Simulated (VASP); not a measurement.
A run of VASP 6.6.1 is set up as follows.

POSCAR

```
Si
1.0
   -3.4252076187      3.4252076187      1.8647140902
    3.4252076187     -3.4252076187      1.8647140902
    3.4252076187      3.4252076187     -1.8647140902
Si
4
Direct
    0.1788010600      0.1788010600      0.3576021200
    0.8211989400      0.8211989400      0.6423978800
    0.1788010600      0.8211989400      0.0000000000
    0.8211989400      0.1788010600      0.0000000000
```

Contents of INCAR.step1:

```
PREC     = Accurate       # precision mode
ENCUT    = 520            # plane-wave cutoff, eV
ISMEAR   = 0              # smearing method
SIGMA    = 0.03           # smearing width, eV
LREAL    = F              # projectors in reciprocal space
LASPH    = T              # aspherical terms in the spheres
NELM     = 100            # most SCF steps
NBANDS   = 16             # bands
GGA      = PE             # functional
ALGO     = Normal         # electronic algorithm
EDIFF    = 1E-4           # SCF threshold, eV
LWAVE    = T              # write WAVECAR
LCHARG   = F              # write CHGCAR
```

File INCAR.step2:

```
PREC     = Accurate       # precision mode
ENCUT    = 520            # plane-wave cutoff, eV
EDIFF    = 1E-7           # SCF threshold, eV
ISMEAR   = 0              # smearing method
SIGMA    = 0.03           # smearing width, eV
LREAL    = F              # projectors in reciprocal space
LASPH    = T              # aspherical terms in the spheres
NELM     = 100            # most SCF steps
ALGO     = Normal         # electronic algorithm
ISIF     = 2              # what is computed and relaxed
LWAVE    = F              # write WAVECAR
LCHARG   = F              # write CHGCAR
METAGGA  = R2SCAN         # meta-GGA
LMIXTAU  = T            
NBANDS   = 16             # bands
ISTART   = 1
```

KPOINTS

```
Automatic mesh
0
Gamma
  10 10 10
```

Potentials or basis: VASP PAW PBE potentials, release 64 (Si).

Launch:

```console
$ cat potpaw_PBE.64/Si/POTCAR > POTCAR
$ cp INCAR.step1 INCAR
$ mpirun -np 1 vasp_std > vasp.out
$ cp INCAR.step2 INCAR
$ mpirun -np 1 vasp_std > vasp.out
```

(1) What does it give for the band gap on the k mesh?

(2) Estimate the pressure.

(3) Predict the largest force.

Answers

(1) 0.57 eV (least direct gap 1.36 eV).

(2) -2.0 GPa.

(3) 0.594 eV/Å.

Caveat: the cell differs from its parent crystal (strain +0.030 along x and y, -0.030 along z); the PAW data sets were made with another functional, which shifts forces and pressure a little.
